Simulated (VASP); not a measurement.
# GaBiTe2Se (I-4m2) in VASP: a series of runs, part 2 of 3

VASP 6.6.1. The steps go on from the part before.

### Step 3. Single point, PBE

This run uses another cell than the first one, of 41.32 Å³/atom.

The input, INCAR:

```
SYSTEM = GaBiTe2Se
PREC = Accurate ; ENCUT = 520
EDIFF = 1E-6 ; ISMEAR = 0
SIGMA = 0.1 ; LREAL = .FALSE.
LASPH = .TRUE. ; NELM = 60
ALGO = Normal ; ISIF = 2
LWAVE = .FALSE. ; LCHARG = .FALSE.
GGA = PE ; NBANDS = 31
```

The input, KPOINTS:

```
Automatic mesh
0
G
  4 4 4
  0 0 0
```

The input, POSCAR:

```
GaBiTe2Se
1.0
   -3.0771647546      3.0771647546      5.4552178586
    3.0771647546     -3.0771647546      5.4552178586
    3.0771647546      3.0771647546     -5.4552178586
Ga Bi Te Se
1 1 2 1
Direct
    0.7500000000      0.2500000000      0.5000000000
    0.0000000000      0.0000000000      0.0000000000
   -0.0047335012      0.4952664988      0.5000000000
    0.5047335012      1.0047335012      0.5000000000
    0.2500000000      0.7500000000      0.5000000000
```

Potentials or basis: VASP PAW PBE potentials, release 64 (Ga_d, Bi_d, Te, Se).

Started as:

```sh
$ cat potpaw_PBE.64/Ga_d/POTCAR potpaw_PBE.64/Bi_d/POTCAR potpaw_PBE.64/Te/POTCAR potpaw_PBE.64/Se/POTCAR > POTCAR
$ mpirun -np 1 vasp_std > vasp.out
```

Run time: 97 s. Hardware: 1 thread of Intel Xeon 6975P-C (Granite Rapids), shared host; peak memory 0.44 GiB.

It converged, with:

* Free energy: -15.1034 eV
* Pressure: 0.0 GPa
* Largest force: 0.033 eV/Å
* Band gap on the k mesh: zero (bands 23 and 24 overlap by 0.20 eV)

Forces on the atoms (eV/Å):
```
Ga   0.000  0.000  0.000
Bi   0.000  0.000  0.000
Te   0.000  0.000  0.033
Te   0.000  0.000 -0.033
Se   0.000  0.000  0.000
```

Stress tensor (GPa, compression positive):
```
-0.02  0.00  0.00
 0.00 -0.02  0.00
 0.00  0.00  0.14
```

Levels at points of the mesh, in eV from the Fermi level:
```
           k point  band 21  band 22  band 23  band 24  band 25  band 26
(0.00, 0.00, 0.00)    -0.88    -0.88    -0.20     1.05     1.25     2.48
(0.50, 0.00, 0.00)    -1.38    -0.94    -0.62     0.13     0.60     1.89
(0.50, 0.50, 0.00)    -0.52    -0.19    -0.18     0.00     0.40     0.99
(0.50, 0.50, 0.50)    -0.46    -0.46    -0.44     0.86     1.14     2.25
```

Caveat: spin-orbit coupling is left out, which moves the levels of the heavy elements.

### Step 4. Relaxation of cell and atoms, PBE

The input, INCAR:

```
SYSTEM = GaBiTe2Se
PREC     = Accurate       ! precision mode
ENCUT    = 600            ! plane-wave cutoff, eV
EDIFF    = 1E-6           ! SCF threshold, eV
ISMEAR   = 0              ! smearing method
SIGMA    = 0.1            ! smearing width, eV
LREAL    = .False.        ! projectors in reciprocal space
LASPH    = .True.         ! aspherical terms in the spheres
NELM     = 80             ! most SCF steps
ALGO     = Normal         ! electronic algorithm
ISIF     = 3              ! what is computed and relaxed
LWAVE    = .False.        ! write WAVECAR
LCHARG   = .False.        ! write CHGCAR
GGA      = PE             ! functional
IBRION   = 2              ! ionic algorithm
NSW      = 90             ! ionic steps
EDIFFG   = -0.04          ! ionic threshold
```

The input, KPOINTS:

```
Automatic mesh
0
Gamma
  4 4 4
  0 0 0
```

The input, POSCAR:

```
GaBiTe2Se
1.0
   -3.1642485600      3.1642485600      3.7531178400
    3.1642485600     -3.1642485600      3.7531178400
    3.1642485600      3.1642485600     -3.7531178400
Ga Bi Te Se
1 1 2 1
Direct
    0.7500000000      0.2500000000      0.5000000000
    0.0000000000      0.0000000000      0.0000000000
    0.0438747000      0.5438747000      0.5000000000
    0.4561253000      0.9561253000      0.5000000000
    0.2500000000      0.7500000000      0.5000000000
```

Potentials or basis: VASP PAW PBE potentials, release 64 (Ga_d, Bi_d, Te, Se).

Started as:

```sh
$ cat potpaw_PBE.64/Ga_d/POTCAR potpaw_PBE.64/Bi_d/POTCAR potpaw_PBE.64/Te/POTCAR potpaw_PBE.64/Se/POTCAR > POTCAR
$ mpirun -np 1 vasp_std > vasp.out
```

OUTCAR:

```text
SYSTEM = GaBiTe2Se
   PREC = Accurate
   ENCUT = 600
   EDIFF = 1E-6
   ISMEAR = 0
   LREAL = .False.
   LASPH = .True.
   NELM = 80
   ISIF = 3
   GGA = PE
   IBRION = 2
   NSW = 90
   EDIFFG = -0.04

 ion  position               nearest neighbor table
   1  0.750  0.250  0.500-   3 2.21   4 2.21
   2  0.000  0.000  0.000-   3 3.18   4 3.18   3 3.18   4 3.18
   3  0.044  0.544  0.500-   5 1.55   1 2.21   4 3.09   2 3.18   2 3.18
   4  0.456  0.956  0.500-   5 1.55   1 2.21   3 3.09   2 3.18   2 3.18
   5  0.250  0.750  0.500-   3 1.55   4 1.55

 -----------------------------------------------------------------------------
|                                                                             |
|           W    W    AA    RRRRR   N    N  II  N    N   GGGG   !!!           |
|           W    W   A  A   R    R  NN   N  II  NN   N  G    G  !!!           |
|           W    W  A    A  R    R  N N  N  II  N N  N  G       !!!           |
|           W WW W  AAAAAA  RRRRR   N  N N  II  N  N N  G  GGG   !            |
|           WW  WW  A    A  R   R   N   NN  II  N   NN  G    G                |
|           W    W  A    A  R    R  N    N  II  N    N   GGGG   !!!           |
|                                                                             |
|     The distance between some ions is very small. Please check the          |
|     nearest-neighbor list in the OUTCAR file.                               |
|     I HOPE YOU KNOW WHAT YOU ARE DOING!                                     |
|                                                                             |
 -----------------------------------------------------------------------------

  LATTYP: Found a body centered tetragonal cell.
 ALAT       =     6.3284971200
 C/A-ratio  =     1.1861008289

  Lattice vectors:

 A1 = (  -3.1642485600,   3.1642485600,   3.7531178400)
 A2 = (   3.1642485600,  -3.1642485600,   3.7531178400)
 A3 = (   3.1642485600,   3.1642485600,  -3.7531178400)

Analysis of symmetry for initial positions (statically):
=====================================================================
 Subroutine PRICEL returns:
 Original cell was already a primitive cell.

 Routine SETGRP: Setting up the symmetry group for a
 body centered tetragonal supercell.

 Subroutine GETGRP returns: Found  8 space group operations
 (whereof  8 operations were pure point group operations)
 out of a pool of 16 trial point group operations.

The static configuration has the point symmetry D_2d.

Analysis of symmetry for dynamics (positions and initial velocities):
=====================================================================
 Subroutine PRICEL returns:
 Original cell was already a primitive cell.

 Routine SETGRP: Setting up the symmetry group for a
 body centered tetragonal supercell.

 Subroutine GETGRP returns: Found  8 space group operations
 (whereof  8 operations were pure point group operations)
 out of a pool of 16 trial point group operations.

The dynamic configuration has the point symmetry D_2d.

 Subroutine INISYM returns: Found  8 space group operations
 (whereof  8 operations are pure point group operations),
 and found     1 'primitive' translations

----------------------------------------------------------------------------------------

[... 70 lines left out ...]
   total plane-waves  NPLWV = 110592
   dimension x,y,z NGX =    48 NGY =   48 NGZ =   48
   dimension x,y,z NGXF=    96 NGYF=   96 NGZF=   96
   ions per type =               1   1   2   1
   NGX,Y,Z   is equivalent  to a cutoff of  13.66, 13.66, 13.66 a.u.
   NGXF,Y,Z  is equivalent  to a cutoff of  27.33, 27.33, 27.33 a.u.
 SYSTEM =  GaBiTe2Se
   PREC   = accura    normal or accurate (medium, high low for compatibility)
   ISTART =      0    job   : 0-new  1-cont  2-samecut
   ICHARG =      2    charge: 1-file 2-atom 10-const
   ISPIN  =      1    spin polarized calculation?
   LNONCOLLINEAR =      F non collinear calculations
   LSORBIT =      F    spin-orbit coupling
   LASPH  =      T    aspherical Exc in radial PAW
   ENCUT  =  600.0 eV  44.10 Ry    6.64 a.u.  11.66 11.66 11.66*2*pi/ulx,y,z
   NELM   =     80;   NELMIN=  2; NELMDL= -5     # of ELM steps
   EDIFF  = 0.1E-05   stopping-criterion for ELM
   LREAL  =      F    real-space projection
   EDIFFG = -.4E-01   stopping-criterion for IOM
   NSW    =     90    number of steps for IOM
   IBRION =      2    ionic relax: 0-MD 1-quasi-New 2-CG
   NFREE  =      1    steps in history (QN), initial steepest desc. (CG)
   ISIF   =      3    stress and relaxation
   ISYM   =      2    0-nonsym 1-usesym 2-fastsym
   POTIM  = 0.5000    time-step for ionic-motion
   TEBEG  =    0.0;   TEEND  =   0.0 temperature during run
   PSTRESS=    0.0 pullay stress
   NELECT =      46.0000    total number of electrons
   NUPDOWN=      -1.0000    fix difference up-down
   EMIN   =  10.00;   EMAX   =-10.00  energy-range for DOS
   EFERMI =   0.00;   METHOD = LEGACY
   ISMEAR =     0;   SIGMA  =   0.10  broadening in eV -4-tet -1-fermi 0-gaus
   EFERMI_NEDOS =   21; number of points for ismear=-14 and -15
   IALGO  =     38    algorithm
   IMIX   =      4    mixing-type and parameters
     AMIX     =   0.40;   BMIX     =  1.00
     AMIX_MAG =   1.60;   BMIX_MAG =  1.00
  volume/ion in A,a.u.               =      30.06       202.87
  Fermi-wavevector in a.u.,A,eV,Ry     =   1.103222  2.084788 16.559640  1.217099
  Thomas-Fermi vector in A             =   2.239677
   LORBIT       =      0    0 simple, 1 ext, 2 COOP (PROOUT), +10 PAW based schemes
   GGA     = PE    functional components
   LHFCALC =     F    Hartree Fock is set to
   AEXX    =    0.0000 exact exchange contribution
   IVDW    =     0    specifies the selected vdW correction
   LEPSILON=     F    determine dielectric tensor
   LRPA    =     F    only Hartree local field effects (RPA)
 conjugate gradient relaxation of ions
 non-spin polarized calculation
 Gauss-broadening in eV      SIGMA  =   0.10
  energy-cutoff  :      600.00
  volume of cell :      150.31
 maximum number of plane-waves:      5028
 NGX is ok and might be reduce to    48
   NGX = 23   NGY = 23   NGZ = 23

--------------------------------------- Ionic step        1  -------------------------------------------

 number of electron      46.0000005 magnetization

 Free energy of the ion-electron system (eV)
  ---------------------------------------------------
  ext. energy  EPLUGINS =         0.00000000
  ---------------------------------------------------
  free energy    TOTEN  =        41.61586024 eV

  energy without entropy =       41.63241420  energy(sigma->0) =       41.62413722

 E-fermi :   6.3882     XC(G=0):  -8.8298

 val. band max:        6.3548984918   @ k =   0.5000   0.2500  -0.0000
 cond. band min:       6.4636727067   @ k =   0.5000   0.0000  -0.0000
 fundamental gap:      0.1087742149
 Fermi energy:         6.3882293006
[... 440 lines left out ...]
 VOLUME and BASIS-vectors are now :
 -----------------------------------------------------------------------------
  energy-cutoff  :      600.00
  volume of cell :      711.57
      direct lattice vectors                 reciprocal lattice vectors
    -3.244072629  3.244072629 16.903474624     0.000000000  0.154127252  0.029579717
     3.244072629 -3.244072629 16.903474624     0.154127252  0.000000000  0.029579717
     3.244072629  3.244072629-16.903474624     0.154127252  0.154127252  0.000000000

 POSITION                                       TOTAL-FORCE (eV/Angst)
 -----------------------------------------------------------------------------------
      0.00000      3.24407      8.45174         0.000000      0.000000     -0.000000
      0.00000      0.00000     33.80695         0.000000      0.000000     -0.000000
      3.24407      0.00000     13.55368        -0.000000     -0.000000      0.722445
      3.24407      0.00000      3.34980        -0.000000     -0.000000     -0.722445
      3.24407      0.00000      8.45174         0.000000      0.000000     -0.000000
 -----------------------------------------------------------------------------------
    total drift:                               -0.000084      0.000084      0.000000
[... 440 lines left out ...]
     26       2.4824      0.00000
     27       2.4824      0.00000

[... ionic steps 4 to 22 ...]

--------------------------------------- Ionic step       23  -------------------------------------------

 number of electron      46.0000001 magnetization

------------------------ aborting loop because EDIFF is reached ----------------------------------------
[... 73 lines left out ...]
--------------------------------------- Ionic step       25  -------------------------------------------

 number of electron      46.0000006 magnetization

 Free energy of the ion-electron system (eV)
  ---------------------------------------------------
  ext. energy  EPLUGINS =         0.00000000
  ---------------------------------------------------
  free energy    TOTEN  =       -15.08445753 eV

  energy without entropy =      -15.05949519  energy(sigma->0) =      -15.07197636

 E-fermi :   2.3982     XC(G=0):  -7.7498

 val. band max:        2.3753533069   @ k =  -0.2500   0.2500   0.2500
 cond. band min:       2.4066528397   @ k =   0.5000   0.5000  -0.0000
 fundamental gap:      0.0312995328
 Fermi energy:         2.3982258474
[... 420 lines left out ...]
  FREE ENERGIE OF THE ION-ELECTRON SYSTEM (eV)
  ---------------------------------------------------
  free  energy   TOTEN  =       -15.0844575258 eV

  energy  without entropy=      -15.0594951905  energy(sigma->0) =      -15.07197636

 reached required accuracy - stopping structural energy minimisation
```

Run time: 15 min. Hardware: 1 thread of Intel Xeon 6975P-C (Granite Rapids), shared host; peak memory 0.4 GiB.

Results:

* Free energy: -15.0845 eV
* Relaxed volume: 41.24 Å³/atom
* Relaxed cell: a = 6.979 Å, b = 6.979 Å, c = 6.979 Å, α = 127.77°, β = 127.77°, γ = 77.00°
* Space group after relaxing (to 0.1 Å): I-4m2 (No. 119)
* Pressure after relaxing: 0.0 GPa
* Largest force after relaxing: 0.005 eV/Å
* Band gap on the k mesh: zero (bands 23 and 24 overlap by 0.19 eV)

Forces in eV/Å, atoms in the order of the input:
```
Ga   0.000  0.000  0.000
Bi   0.000  0.000  0.000
Te   0.000  0.000  0.005
Te   0.000  0.000 -0.005
Se   0.000  0.000  0.000
```

Final structure:
```cif
data_structure
_symmetry_space_group_name_H-M 'P 1'
_symmetry_Int_Tables_number 1
_cell_length_a 6.9792
_cell_length_b 6.9792
_cell_length_c 6.9792
_cell_angle_alpha 127.772
_cell_angle_beta 127.772
_cell_angle_gamma 76.995
_cell_volume 206.19
loop_
_atom_site_label
_atom_site_type_symbol
_atom_site_fract_x
_atom_site_fract_y
_atom_site_fract_z
_atom_site_occupancy
Ga1 Ga 0.75000 0.25000 0.50000 1
Bi1 Bi 0.00000 0.00000 0.00000 1
Te1 Te 0.50403 0.00403 0.50000 1
Te2 Te 0.99597 0.49597 0.50000 1
Se1 Se 0.25000 0.75000 0.50000 1
```

Caveat: the volume moved by over 15 % at a fixed basis, so the end points are rough; spin-orbit coupling is left out, which moves the levels of the heavy elements.

(Continued in part 3 of 3.)

The gap in the log of VASP goes by the Fermi energy; the results here count the filled bands.